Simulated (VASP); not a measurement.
# Pt in VASP: relaxation of the atoms with PBE

Aim: the relaxation of the atoms of Pt with PBE.

Everything below comes from runs of VASP 6.6.1. Logs are shortened: lines on timing, memory, paths and dates and some standing lists are left out, and cuts for length are marked.

## Step 1: The cell of the first run

The cell holds a slab with vacuum, 7 atoms: a = 2.830 Å, b = 2.830 Å, c = 28.865 Å, α = 90.00°, β = 90.00°, γ = 60.00°.

## Step 2: Relaxation of the atoms, PBE

File INCAR:

```
PREC     = Accurate       # precision mode
ENCUT    = 520            # plane-wave cutoff, eV
EDIFF    = 1E-6           # SCF threshold, eV
ISMEAR   = 0              # smearing method
SIGMA    = 0.1            # smearing width, eV
LREAL    = False          # projectors in reciprocal space
LASPH    = True           # aspherical terms in the spheres
NELM     = 100            # most SCF steps
ALGO     = Normal         # electronic algorithm
ISIF     = 2              # what is computed and relaxed
LWAVE    = False          # write WAVECAR
LCHARG   = False          # write CHGCAR
LDIPOL   = True         
IDIPOL   = 3            
DIPOL    = 0.5 0.5 0.500
GGA      = PE             # functional
IBRION   = 2              # ionic algorithm
NSW      = 80             # ionic steps
EDIFFG   = -0.01          # ionic threshold
```

File KPOINTS:

```
regular mesh
0
Gamma
  16 16 1
```

File POSCAR:

```
Pt
1.0
    2.8301807496      0.0000000000      0.0000000000
    1.4150903748      2.4510084264      0.0000000000
    0.0000000000      0.0000000000     28.8649974326
Pt
7
Direct
    0.0000000000      0.0000000000      0.2598302674
    0.3333333333      0.3333333333      0.3398868449
    0.6666666667      0.6666666667      0.4199434225
    0.0000000000      0.0000000000      0.5000000000
    0.3333333333      0.3333333333      0.5800565775
    0.6666666667      0.6666666667      0.6601131551
    0.0000000000      0.0000000000      0.7401697326
```

Potentials or basis: VASP PAW PBE potentials, release 64 (Pt).

Launch:

```sh
$ cat potpaw_PBE.64/Pt/POTCAR > POTCAR
$ mpirun -np 1 vasp_std > vasp.out
```

OUTCAR:

```text
PREC = Accurate
   ENCUT = 520
   EDIFF = 1E-6
   ISMEAR = 0
   LREAL = False
   LASPH = True
   NELM = 100
   ISIF = 2
   GGA = PE
   IBRION = 2
   NSW = 80
   EDIFFG = -0.01

 ion  position               nearest neighbor table
   1  0.000  0.000  0.260-   2 2.83   2 2.83   2 2.83
   2  0.333  0.333  0.340-   1 2.83   1 2.83   1 2.83   3 2.83   3 2.83   3 2.83
   3  0.667  0.667  0.420-   4 2.83   4 2.83   4 2.83   2 2.83   2 2.83   2 2.83
   4  0.000  0.000  0.500-   3 2.83   5 2.83   3 2.83   5 2.83   3 2.83   5 2.83
   5  0.333  0.333  0.580-   4 2.83   4 2.83   4 2.83   6 2.83   6 2.83   6 2.83
   6  0.667  0.667  0.660-   7 2.83   7 2.83   7 2.83   5 2.83   5 2.83   5 2.83
   7  0.000  0.000  0.740-   6 2.83   6 2.83   6 2.83

  LATTYP: Found a hexagonal cell.
 ALAT       =     2.8301807496
 C/A-ratio  =    10.1989943353

  Lattice vectors:

 A1 = (  -1.4150903748,  -2.4510084264,   0.0000000000)
 A2 = (   2.8301807496,   0.0000000000,   0.0000000000)
 A3 = (   0.0000000000,   0.0000000000,  28.8649974326)

Analysis of symmetry for initial positions (statically):
=====================================================================
 Subroutine PRICEL returns:
 Original cell was already a primitive cell.

 Routine SETGRP: Setting up the symmetry group for a
 hexagonal supercell.

 Subroutine GETGRP returns: Found 12 space group operations
 (whereof 12 operations were pure point group operations)
 out of a pool of 24 trial point group operations.

The static configuration has the point symmetry D_3d.

Analysis of symmetry for dynamics (positions and initial velocities):
=====================================================================
 Subroutine PRICEL returns:
 Original cell was already a primitive cell.

 Routine SETGRP: Setting up the symmetry group for a
 hexagonal supercell.

 Subroutine GETGRP returns: Found 12 space group operations
 (whereof 12 operations were pure point group operations)
 out of a pool of 24 trial point group operations.

The dynamic configuration has the point symmetry D_3d.

 Subroutine INISYM returns: Found 12 space group operations
 (whereof 12 operations are pure point group operations),
 and found     1 'primitive' translations

----------------------------------------------------------------------------------------

                                     Primitive cell

  volume of cell :     200.2306

  direct lattice vectors                    reciprocal lattice vectors
     2.830180750  0.000000000  0.000000000     0.353334323 -0.203997667  0.000000000
     1.415090375  2.451008426  0.000000000     0.000000000  0.407995333  0.000000000
     0.000000000  0.000000000 28.864997433     0.000000000  0.000000000  0.034644036

  length of vectors
     2.830180750  2.830180750 28.864997433     0.407995333  0.407995333  0.034644036

  position of ions in fractional coordinates (direct lattice)
     0.000000000  0.000000000  0.259830267
     0.333333333  0.333333333  0.339886845
     0.666666667  0.666666667  0.419943422
     0.000000000  0.000000000  0.500000000
     0.333333333  0.333333333  0.580056578
     0.666666667  0.666666667  0.660113155
     0.000000000  0.000000000  0.740169733

  ion indices of the primitive-cell ions
   primitive index   ion index
                 1           1
                 2           2
                 3           3
                 4           4
                 5           5
                 6           6
                 7           7

----------------------------------------------------------------------------------------

 KPOINTS: regular mesh

Automatic generation of k-mesh.
 Grid dimensions read from file:
 generate k-points for:   16   16    1

 Generating k-lattice:

  Cartesian coordinates                     Fractional coordinates (reciprocal lattice)
[... 43 lines left out ...]
   number of dos      NEDOS =    301   number of ions     NIONS =      7
   total plane-waves  NPLWV = 124416
   dimension x,y,z NGX =    24 NGY =   24 NGZ =  216
   dimension x,y,z NGXF=    48 NGYF=   48 NGZF=  432
   ions per type =               7
   NGX,Y,Z   is equivalent  to a cutoff of  14.10, 14.10, 12.44 a.u.
   NGXF,Y,Z  is equivalent  to a cutoff of  28.20, 28.20, 24.88 a.u.
 SYSTEM =  unknown system
   PREC   = accura    normal or accurate (medium, high low for compatibility)
   ISTART =      0    job   : 0-new  1-cont  2-samecut
   ICHARG =      2    charge: 1-file 2-atom 10-const
   ISPIN  =      1    spin polarized calculation?
   LNONCOLLINEAR =      F non collinear calculations
   LSORBIT =      F    spin-orbit coupling
   LASPH  =      T    aspherical Exc in radial PAW
   ENCUT  =  520.0 eV  38.22 Ry    6.18 a.u.   5.26  5.26 53.67*2*pi/ulx,y,z
   NELM   =    100;   NELMIN=  2; NELMDL= -5     # of ELM steps
   EDIFF  = 0.1E-05   stopping-criterion for ELM
   LREAL  =      F    real-space projection
   EDIFFG = -.1E-01   stopping-criterion for IOM
   NSW    =     80    number of steps for IOM
   IBRION =      2    ionic relax: 0-MD 1-quasi-New 2-CG
   NFREE  =      1    steps in history (QN), initial steepest desc. (CG)
   ISIF   =      2    stress and relaxation
   ISYM   =      2    0-nonsym 1-usesym 2-fastsym
   POTIM  = 0.5000    time-step for ionic-motion
   TEBEG  =    0.0;   TEEND  =   0.0 temperature during run
   PSTRESS=    0.0 pullay stress
   NELECT =      70.0000    total number of electrons
   NUPDOWN=      -1.0000    fix difference up-down
   EMIN   =  10.00;   EMAX   =-10.00  energy-range for DOS
   EFERMI =   0.00;   METHOD = LEGACY
   ISMEAR =     0;   SIGMA  =   0.10  broadening in eV -4-tet -1-fermi 0-gaus
   EFERMI_NEDOS =   21; number of points for ismear=-14 and -15
   IALGO  =     38    algorithm
   IMIX   =      4    mixing-type and parameters
     AMIX     =   0.40;   BMIX     =  1.00
     AMIX_MAG =   1.60;   BMIX_MAG =  1.00
  volume/ion in A,a.u.               =      28.60       193.03
  Fermi-wavevector in a.u.,A,eV,Ry     =   1.153269  2.179363 18.096153  1.330030
  Thomas-Fermi vector in A             =   2.289914
   LORBIT       =      0    0 simple, 1 ext, 2 COOP (PROOUT), +10 PAW based schemes
   GGA     = PE    functional components
   LHFCALC =     F    Hartree Fock is set to
   AEXX    =    0.0000 exact exchange contribution
   IVDW    =     0    specifies the selected vdW correction
   LEPSILON=     F    determine dielectric tensor
   LRPA    =     F    only Hartree local field effects (RPA)
 conjugate gradient relaxation of ions
 non-spin polarized calculation
 Gauss-broadening in eV      SIGMA  =   0.10
  energy-cutoff  :      520.00
  volume of cell :      200.23
 maximum number of plane-waves:      5432
 NGX is ok and might be reduce to    24
   NGX = 11   NGY = 11   NGZ =107

--------------------------------------- Ionic step        1  -------------------------------------------

 number of electron      69.9999996 magnetization

 Free energy of the ion-electron system (eV)
  ---------------------------------------------------
  ext. energy  EPLUGINS =         0.00000000
  ---------------------------------------------------
  free energy    TOTEN  =       -41.31726961 eV

  energy without entropy =      -41.22625250  energy(sigma->0) =      -41.27176106

------------------------ aborting loop because EDIFF is reached ----------------------------------------

  FORCE on cell =-STRESS in cart. coord.  units (eV):
  Direction    XX          YY          ZZ          XY          YZ          ZX
  --------------------------------------------------------------------------------------
  -------------------------------------------------------------------------------------
  Total       -8.0398362     -8.0398362     -3.8222568     -0.0000000      0.0000000     -0.0000000
  in kB      -64.3320341    -64.3320341    -30.5843983     -0.0000000      0.0000000     -0.0000000
  external PRESSURE =     -53.0828221 kB  Pullay stress =       0.0000000 kB
[... 104 lines left out ...]
  FREE ENERGIE OF THE ION-ELECTRON SYSTEM (eV)
  ---------------------------------------------------
  free  energy   TOTEN  =       -41.3313879039 eV

  energy  without entropy=      -41.2412150173  energy(sigma->0) =      -41.28630146

[... ionic steps 4 to 11 ...]

--------------------------------------- Ionic step       12  -------------------------------------------

 number of electron      69.9999998 magnetization

------------------------ aborting loop because EDIFF is reached ----------------------------------------
[... 30 lines left out ...]
  FREE ENERGIE OF THE ION-ELECTRON SYSTEM (eV)
  ---------------------------------------------------
  free  energy   TOTEN  =       -41.3617652430 eV

  energy  without entropy=      -41.2762411848  energy(sigma->0) =      -41.31900321

 dipolmoment           0.000000      0.000000      0.000000 electrons x Angstroem

--------------------------------------- Ionic step       13  -------------------------------------------

 number of electron      69.9999998 magnetization

------------------------ aborting loop because EDIFF is reached ----------------------------------------
[... 36 lines left out ...]
--------------------------------------- Ionic step       14  -------------------------------------------

 number of electron      69.9999997 magnetization

 dipolmoment           0.000000      0.000000     -0.000000 electrons x Angstroem

 Free energy of the ion-electron system (eV)
  ---------------------------------------------------
  ext. energy  EPLUGINS =         0.00000000
  ---------------------------------------------------
  free energy    TOTEN  =       -41.36180999 eV

  energy without entropy =      -41.27634078  energy(sigma->0) =      -41.31907539

 E-fermi :   3.1776     XC(G=0):  -7.8910

 val. band max:        3.1726311675   @ k =   0.1250   0.0625   0.0000
 cond. band min:       3.1777404641   @ k =   0.3750   0.1875   0.0000
 fundamental gap:      0.0051092965
 Fermi energy:         3.1775645647

 k-point     1 :       0.0000    0.0000    0.0000
  band No.  band energies     occupation
      1      -6.4150      2.00000
      2      -5.8161      2.00000
      3      -5.0001      2.00000
      4      -4.2132      2.00000
      5      -3.7592      2.00000
      6      -3.4566      2.00000
[... 1069 lines left out ...]
     41       7.0848      0.00000
     42       8.4846      0.00000

 [... further k-points ...]

------------------------ aborting loop because EDIFF is reached ----------------------------------------

 vacuum level on the upper side and lower side of the slab       (xc-potential included)        -0.052        -0.052

  FORCE on cell =-STRESS in cart. coord.  units (eV):
  Direction    XX          YY          ZZ          XY          YZ          ZX
  --------------------------------------------------------------------------------------
  -------------------------------------------------------------------------------------
  Total       -5.5666717     -5.5666717     -0.1629121     -0.0000000      0.0000000     -0.0000000
  in kB      -44.5426134    -44.5426134     -1.3035674     -0.0000000      0.0000000     -0.0000000
  external PRESSURE =     -30.1295981 kB  Pullay stress =       0.0000000 kB
[... 22 lines left out ...]
  FREE ENERGIE OF THE ION-ELECTRON SYSTEM (eV)
  ---------------------------------------------------
  free  energy   TOTEN  =       -41.3618099946 eV

  energy  without entropy=      -41.2763407821  energy(sigma->0) =      -41.31907539

 reached required accuracy - stopping structural energy minimisation

 vacuum level on the upper side and lower side of the slab         8.773         8.773
```

It took 47 min on 1 thread of Intel Xeon Platinum 8259CL at 2.50GHz (Skylake/Cascade Lake), shared host; peak memory 0.47 GiB.

Results:

```yaml
Free_energy: -41.3618 eV
Energy_gained_by_relaxing: 6.4 meV/atom
Ionic_steps: 14
Largest_force_after_relaxing: 0.006 eV/Å
Band_gap_on_the_k_mesh: zero (band 35 reaches 3.67 eV, above the bottom of band 36 at 2.23 eV)
```

Forces on the atoms (eV/Å):
```
Pt   0.000  0.000  0.006
Pt   0.000  0.000 -0.001
Pt   0.000  0.000  0.001
Pt   0.000  0.000  0.000
Pt   0.000  0.000 -0.001
Pt   0.000  0.000  0.001
Pt   0.000  0.000 -0.006
```

The path:
| step | energy change (eV) | largest force (eV/Å) | pressure (GPa) |
| --- | --- | --- | --- |
| 1 | 0.0000 | 0.1858 | -5.31 |
| 2 | -0.0050 | 0.1591 | -5.20 |
| 3 | -0.0141 | 0.2051 | -4.84 |
| 4 | -0.0151 | 0.2886 | -4.66 |
| 5 | -0.0178 | 0.2796 | -4.57 |
| 6 | -0.0252 | 0.2532 | -4.31 |
| 7 | -0.0362 | 0.1979 | -3.77 |
| 8 | -0.0420 | 0.1121 | -2.63 |
| 9 | -0.0427 | 0.1078 | -2.93 |
| 10 | -0.0438 | 0.0589 | -2.95 |
| 11 | -0.0445 | 0.0251 | -2.99 |
| 12 | -0.0445 | 0.0261 | -3.01 |
| 13 | -0.0445 | 0.0256 | -3.01 |
| 14 | -0.0445 | 0.0064 | -3.01 |

Final structure:
```xyz
7
Lattice="2.8302 0.0000 0.0000 1.4151 2.4510 0.0000 0.0000 0.0000 28.8650" Properties=species:S:1:pos:R:3 pbc="T T T"
Pt    2.8302    0.0000    7.6409
Pt    1.4151    0.8170    9.9265
Pt    2.8302    1.6340   12.1786
Pt    0.0000    0.0000   14.4325
Pt    1.4151    0.8170   16.6864
Pt    2.8302    1.6340   18.9385
Pt    0.0000    0.0000   21.2241
```

Caveat: spin-orbit coupling is left out, which moves the levels of the heavy elements.
